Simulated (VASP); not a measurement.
# Ti in VASP: single point with PBE

Aim: the single point of Ti with PBE.

All numbers are computed with VASP 6.6.1; they aren't measurements. Logs are shortened: lines on timing, memory, paths and dates and some standing lists are left out, and cuts for length are marked.

### 1 The cell of the first run

The cell holds a slab with vacuum, 6 atoms: a = 4.604 Å, b = 4.604 Å, c = 18.699 Å, α = 90.00°, β = 90.00°, γ = 120.00°.

### 2 Single point, PBE

INCAR

```
SYSTEM = Ti
ALGO = Normal
DIPOL = 0.5 0.5 0.494
EDIFF = 1E-6
ENCUT = 520
GGA = PE
IDIPOL = 3
ISIF = 2
ISMEAR = 0
LASPH = .TRUE.
LCHARG = .FALSE.
LDIPOL = .TRUE.
LREAL = .FALSE.
LWAVE = .FALSE.
NBANDS = 45
NELM = 100
PREC = Accurate
SIGMA = 0.1
```

KPOINTS

```
k-points
0
G
  9 9 1
  0 0 0
```

POSCAR

```
Ti
1.0
    4.6037402166      0.0000000000      0.0000000000
   -2.3018701083      3.9869559800      0.0000000000
    0.0000000000      0.0000000000     18.6986726829
Ti
6
Direct
    0.6666666667      0.3333333333      0.3743581226
    0.3333333333      0.6666666667      0.4246148735
    0.0000000000      0.0000000000      0.4748716245
    0.6666666667      0.3333333333      0.5190270177
    0.3333333333      0.6666666667      0.5580199426
    0.0000000000      0.0000000000      0.6148468928
```

Potentials or basis: VASP PAW PBE potentials, release 64 (Ti_sv).

Run with:

```
$ cat potpaw_PBE.64/Ti_sv/POTCAR > POTCAR
$ mpirun -np 1 vasp_std > vasp.out
```

OUTCAR:

```text
SYSTEM = Ti
   EDIFF = 1E-6
   ENCUT = 520
   GGA = PE
   ISIF = 2
   ISMEAR = 0
   LASPH = .TRUE.
   LREAL = .FALSE.
   NELM = 100
   PREC = Accurate

 ion  position               nearest neighbor table
   1  0.667  0.333  0.374-   4 2.71   2 2.82   2 2.82   2 2.82
   2  0.333  0.667  0.425-   5 2.49   1 2.82   1 2.82   3 2.82   1 2.82   3 2.82   3 2.82
   3  0.000  0.000  0.475-   6 2.62   4 2.78   4 2.78   4 2.78   2 2.82   2 2.82   2 2.82
   4  0.667  0.333  0.519-   1 2.71   5 2.76   5 2.76   5 2.76   3 2.78   3 2.78   3 2.78
   5  0.333  0.667  0.558-   2 2.49   4 2.76   4 2.76   4 2.76   6 2.86   6 2.86   6 2.86
   6  0.000  0.000  0.615-   3 2.62   5 2.86   5 2.86   5 2.86

  LATTYP: Found a hexagonal cell.
 ALAT       =     4.6037402166
 C/A-ratio  =     4.0616263740

  Lattice vectors:

 A1 = (   4.6037402166,   0.0000000000,   0.0000000000)
 A2 = (  -2.3018701083,   3.9869559800,   0.0000000000)
 A3 = (   0.0000000000,   0.0000000000,  18.6986726829)

Analysis of symmetry for initial positions (statically):
=====================================================================
 Subroutine PRICEL returns:
 Original cell was already a primitive cell.

 Routine SETGRP: Setting up the symmetry group for a
 hexagonal supercell.

 Subroutine GETGRP returns: Found  6 space group operations
 (whereof  6 operations were pure point group operations)
 out of a pool of 24 trial point group operations.

The static configuration has the point symmetry C_3v.

Analysis of symmetry for dynamics (positions and initial velocities):
=====================================================================
 Subroutine PRICEL returns:
 Original cell was already a primitive cell.

 Routine SETGRP: Setting up the symmetry group for a
 hexagonal supercell.

 Subroutine GETGRP returns: Found  6 space group operations
 (whereof  6 operations were pure point group operations)
 out of a pool of 24 trial point group operations.

The dynamic configuration has the point symmetry C_3v.

 Subroutine INISYM returns: Found  6 space group operations
 (whereof  6 operations are pure point group operations),
 and found     1 'primitive' translations

----------------------------------------------------------------------------------------

                                     Primitive cell

  volume of cell :     343.2124

  direct lattice vectors                    reciprocal lattice vectors
     4.603740217  0.000000000  0.000000000     0.217214689  0.125408959  0.000000000
    -2.301870108  3.986955980  0.000000000     0.000000000  0.250817918  0.000000000
     0.000000000  0.000000000 18.698672683     0.000000000  0.000000000  0.053479732

  length of vectors
     4.603740217  4.603740217 18.698672683     0.250817918  0.250817918  0.053479732

  position of ions in fractional coordinates (direct lattice)
     0.666666667  0.333333333  0.374358123
     0.333333333  0.666666667  0.424614873
     0.000000000  0.000000000  0.474871624
     0.666666667  0.333333333  0.519027018
     0.333333333  0.666666667  0.558019943
     0.000000000  0.000000000  0.614846893

  ion indices of the primitive-cell ions
   primitive index   ion index
                 1           1
                 2           2
                 3           3
                 4           4
                 5           5
                 6           6

----------------------------------------------------------------------------------------

 KPOINTS: k-points

Automatic generation of k-mesh.
 Grid dimensions read from file:
 generate k-points for:    9    9    1

 Generating k-lattice:

  Cartesian coordinates                     Fractional coordinates (reciprocal lattice)
     0.024134965  0.013934329  0.000000000     0.111111111  0.000000000  0.000000000
     0.000000000  0.027868658  0.000000000     0.000000000  0.111111111  0.000000000
     0.000000000  0.000000000  0.053479732     0.000000000  0.000000000  1.000000000

  Length of vectors
     0.027868658  0.027868658  0.053479732

  Shift w.r.t. Gamma in fractional coordinates (k-lattice)
     0.000000000  0.000000000  0.000000000

 Subroutine IBZKPT returns following result:
 ===========================================

 Found     12 irreducible k-points:

 Following reciprocal coordinates:
            Coordinates               Weight
  0.000000  0.000000  0.000000      1.000000
  0.111111  0.000000  0.000000      6.000000
  0.222222  0.000000  0.000000      6.000000
  0.333333  0.000000  0.000000      6.000000
  0.444444  0.000000  0.000000      6.000000
  0.111111  0.111111  0.000000      6.000000
  0.222222  0.111111  0.000000     12.000000
  0.333333  0.111111  0.000000     12.000000
  0.444444  0.111111  0.000000      6.000000
  0.222222  0.222222  0.000000      6.000000
  0.333333  0.222222  0.000000     12.000000
  0.333333  0.333333  0.000000      2.000000
   k-points           NKPTS =     12   k-points in BZ     NKDIM =     12   number of bands    NBANDS=     45
   number of dos      NEDOS =    301   number of ions     NIONS =      6
   total plane-waves  NPLWV = 181440
   dimension x,y,z NGX =    36 NGY =   36 NGZ =  140
   dimension x,y,z NGXF=    72 NGYF=   72 NGZF=  280
   ions per type =               6
   NGX,Y,Z   is equivalent  to a cutoff of  13.00, 13.00, 12.45 a.u.
   NGXF,Y,Z  is equivalent  to a cutoff of  26.00, 26.00, 24.89 a.u.
 SYSTEM =  Ti
   PREC   = accura    normal or accurate (medium, high low for compatibility)
   ISTART =      0    job   : 0-new  1-cont  2-samecut
   ICHARG =      2    charge: 1-file 2-atom 10-const
   ISPIN  =      1    spin polarized calculation?
   LNONCOLLINEAR =      F non collinear calculations
   LSORBIT =      F    spin-orbit coupling
   LASPH  =      T    aspherical Exc in radial PAW
   ENCUT  =  520.0 eV  38.22 Ry    6.18 a.u.   8.56  8.56 34.77*2*pi/ulx,y,z
   NELM   =    100;   NELMIN=  2; NELMDL= -5     # of ELM steps
   EDIFF  = 0.1E-05   stopping-criterion for ELM
   LREAL  =      F    real-space projection
   EDIFFG = 0.1E-04   stopping-criterion for IOM
   NSW    =      0    number of steps for IOM
   IBRION =     -1    ionic relax: 0-MD 1-quasi-New 2-CG
   NFREE  =      0    steps in history (QN), initial steepest desc. (CG)
   ISIF   =      2    stress and relaxation
   ISYM   =      2    0-nonsym 1-usesym 2-fastsym
   POTIM  = 0.5000    time-step for ionic-motion
   TEBEG  =    0.0;   TEEND  =   0.0 temperature during run
   PSTRESS=    0.0 pullay stress
   NELECT =      72.0000    total number of electrons
   NUPDOWN=      -1.0000    fix difference up-down
   EMIN   =  10.00;   EMAX   =-10.00  energy-range for DOS
   EFERMI =   0.00;   METHOD = LEGACY
   ISMEAR =     0;   SIGMA  =   0.10  broadening in eV -4-tet -1-fermi 0-gaus
   EFERMI_NEDOS =   21; number of points for ismear=-14 and -15
   IALGO  =     38    algorithm
   IMIX   =      4    mixing-type and parameters
     AMIX     =   0.40;   BMIX     =  1.00
     AMIX_MAG =   1.60;   BMIX_MAG =  1.00
  volume/ion in A,a.u.               =      57.20       386.02
  Fermi-wavevector in a.u.,A,eV,Ry     =   0.972743  1.838217 12.874219  0.946228
  Thomas-Fermi vector in A             =   2.103066
   LORBIT       =      0    0 simple, 1 ext, 2 COOP (PROOUT), +10 PAW based schemes
   GGA     = PE    functional components
   LHFCALC =     F    Hartree Fock is set to
   AEXX    =    0.0000 exact exchange contribution
   IVDW    =     0    specifies the selected vdW correction
   LEPSILON=     F    determine dielectric tensor
   LRPA    =     F    only Hartree local field effects (RPA)
 non-spin polarized calculation
 Gauss-broadening in eV      SIGMA  =   0.10
  energy-cutoff  :      520.00
  volume of cell :      343.21
 maximum number of plane-waves:      9291
 NGX is ok and might be reduce to    36
   NGX = 17   NGY = 17   NGZ = 69

 dipolmoment           0.000000      0.000000      0.001633 electrons x Angstroem

 number of electron      71.9999977 magnetization

 dipolmoment           0.000000      0.000000     -0.012917 electrons x Angstroem

 Free energy of the ion-electron system (eV)
  ---------------------------------------------------
  ext. energy  EPLUGINS =         0.00000000
  ---------------------------------------------------
  free energy    TOTEN  =       -41.74800536 eV

  energy without entropy =      -41.67626912  energy(sigma->0) =      -41.71213724

 E-fermi :   0.2038     XC(G=0):  -4.6433

 val. band max:        0.1940573409   @ k =   0.1111   0.1111   0.0000
 cond. band min:       0.2044617127   @ k =   0.3333   0.2222   0.0000
 fundamental gap:      0.0104043718
 Fermi energy:         0.2038284793

 k-point     1 :       0.0000    0.0000    0.0000
  band No.  band energies     occupation
      1     -56.8575      2.00000
      2     -56.8427      2.00000
      3     -56.2751      2.00000
      4     -56.1566      2.00000
      5     -56.0953      2.00000
      6     -56.0035      2.00000
[... 37 lines left out ...]
     44       2.0140      0.00000
     45       2.0461      0.00000

 k-point     2 :       0.1111    0.0000    0.0000
  band No.  band energies     occupation
      1     -56.8572      2.00000
      2     -56.8425      2.00000
      3     -56.2709      2.00000
      4     -56.1580      2.00000
      5     -56.0973      2.00000
      6     -56.0048      2.00000
[... 37 lines left out ...]
     44       1.9718      0.00000
     45       1.9899      0.00000

 k-point     3 :       0.2222    0.0000    0.0000
  band No.  band energies     occupation
      1     -56.8566      2.00000
      2     -56.8419      2.00000
      3     -56.2592      2.00000
      4     -56.1626      2.00000
      5     -56.1029      2.00000
      6     -56.0079      2.00000
[... 37 lines left out ...]
     44       1.8250      0.00000
     45       1.8974      0.00000

 k-point     4 :       0.3333    0.0000    0.0000
  band No.  band energies     occupation
      1     -56.8558      2.00000
      2     -56.8413      2.00000
      3     -56.2428      2.00000
      4     -56.1703      2.00000
      5     -56.1098      2.00000
      6     -56.0115      2.00000
[... 37 lines left out ...]
     44       1.7100      0.00000
     45       1.9971      0.00000

 k-point     5 :       0.4444    0.0000    0.0000
  band No.  band energies     occupation
      1     -56.8553      2.00000
      2     -56.8409      2.00000
      3     -56.2282      2.00000
      4     -56.1790      2.00000
      5     -56.1146      2.00000
      6     -56.0137      2.00000
[... 37 lines left out ...]
     44       1.4744      0.00000
     45       1.9405      0.00000

 k-point     6 :       0.1111    0.1111    0.0000
  band No.  band energies     occupation
      1     -56.8568      2.00000
      2     -56.8421      2.00000
      3     -56.2629      2.00000
      4     -56.1610      2.00000
      5     -56.1012      2.00000
      6     -56.0070      2.00000
[... 37 lines left out ...]
     44       1.8808      0.00000
     45       1.9253      0.00000

 k-point     7 :       0.2222    0.1111    0.0000
  band No.  band energies     occupation
      1     -56.8560      2.00000
      2     -56.8415      2.00000
      3     -56.2488      2.00000
      4     -56.1669      2.00000
      5     -56.1077      2.00000
      6     -56.0103      2.00000
[... 37 lines left out ...]
     44       1.7374      0.00000
     45       1.8514      0.00000

 k-point     8 :       0.3333    0.1111    0.0000
  band No.  band energies     occupation
      1     -56.8554      2.00000
      2     -56.8410      2.00000
      3     -56.2326      2.00000
      4     -56.1753      2.00000
      5     -56.1141      2.00000
      6     -56.0131      2.00000
[... 37 lines left out ...]
     44       1.5857      0.00000
     45       1.8619      0.00000

 k-point     9 :       0.4444    0.1111    0.0000
  band No.  band energies     occupation
      1     -56.8551      2.00000
      2     -56.8408      2.00000
      3     -56.2240      2.00000
      4     -56.1806      2.00000
      5     -56.1168      2.00000
      6     -56.0142      2.00000
[... 37 lines left out ...]
     44       1.3382      0.00000
     45       1.8455      0.00000

 k-point    10 :       0.2222    0.2222    0.0000
  band No.  band energies     occupation
      1     -56.8554      2.00000
      2     -56.8411      2.00000
      3     -56.2345      2.00000
      4     -56.1733      2.00000
      5     -56.1143      2.00000
      6     -56.0129      2.00000
[... 37 lines left out ...]
     44       1.4775      0.00000
     45       1.8125      0.00000

 k-point    11 :       0.3333    0.2222    0.0000
  band No.  band energies     occupation
      1     -56.8551      2.00000
      2     -56.8408      2.00000
      3     -56.2223      2.00000
      4     -56.1797      2.00000
      5     -56.1194      2.00000
      6     -56.0145      2.00000
[... 37 lines left out ...]
     44       1.4079      0.00000
     45       1.6980      0.00000

 k-point    12 :       0.3333    0.3333    0.0000
  band No.  band energies     occupation
      1     -56.8549      2.00000
      2     -56.8407      2.00000
      3     -56.2176      2.00000
      4     -56.1816      2.00000
      5     -56.1219      2.00000
      6     -56.0150      2.00000
[... 37 lines left out ...]
     44       1.5402      0.00000
     45       1.5503      0.00000

------------------------ aborting loop because EDIFF is reached ----------------------------------------

 vacuum level on the upper side and lower side of the slab       (xc-potential included)        -0.272        -0.153

  FORCE on cell =-STRESS in cart. coord.  units (eV):
  Direction    XX          YY          ZZ          XY          YZ          ZX
  --------------------------------------------------------------------------------------
  -------------------------------------------------------------------------------------
  Total       -3.9113603     -3.9113603     -0.7842499      0.0000000      0.0000000     -0.0000000
  in kB      -18.2589324    -18.2589324     -3.6610192      0.0000000      0.0000000     -0.0000000
  external PRESSURE =     -13.3929613 kB  Pullay stress =       0.0000000 kB

 VOLUME and BASIS-vectors are now :
 -----------------------------------------------------------------------------
  energy-cutoff  :      520.00
  volume of cell :      343.21
      direct lattice vectors                 reciprocal lattice vectors
     4.603740217  0.000000000  0.000000000     0.217214689  0.125408959  0.000000000
    -2.301870108  3.986955980  0.000000000     0.000000000  0.250817918  0.000000000
     0.000000000  0.000000000 18.698672683     0.000000000  0.000000000  0.053479732

 POSITION                                       TOTAL-FORCE (eV/Angst)
 -----------------------------------------------------------------------------------
      2.30187      1.32899      7.00000        -0.000000     -0.000000      0.158453
     -0.00000      2.65797      7.93973         0.000000     -0.000000      0.429334
      0.00000      0.00000      8.87947        -0.000000      0.000000     -0.564312
      2.30187      1.32899      9.70512        -0.000000      0.000000     -0.006884
     -0.00000      2.65797     10.43423         0.000000     -0.000000      0.000135
      0.00000      0.00000     11.49682        -0.000000      0.000000     -0.016727
 -----------------------------------------------------------------------------------
    total drift:                                0.000000      0.000000      0.000365

  FREE ENERGIE OF THE ION-ELECTRON SYSTEM (eV)
  ---------------------------------------------------
  free  energy   TOTEN  =       -41.7480053600 eV

  energy  without entropy=      -41.6762691173  energy(sigma->0) =      -41.71213724

 vacuum level on the upper side and lower side of the slab         3.336         3.459
```

Run time: 19 min. Hardware: 1 thread of AMD EPYC 7R13, shared host; peak memory 0.44 GiB.

Results:

| Property | Result |
| --- | --- |
| Free energy | -41.7480 eV |
| Largest force | 0.564 eV/Å |
| Band gap on the k mesh | zero (band 36 reaches 0.33 eV, above the bottom of band 37 at 0.07 eV) |

Forces in eV/Å, atoms in the order of the input:
```
Ti   0.000  0.000  0.158
Ti   0.000  0.000  0.429
Ti   0.000  0.000 -0.564
Ti   0.000  0.000 -0.007
Ti   0.000  0.000  0.000
Ti   0.000  0.000 -0.017
```
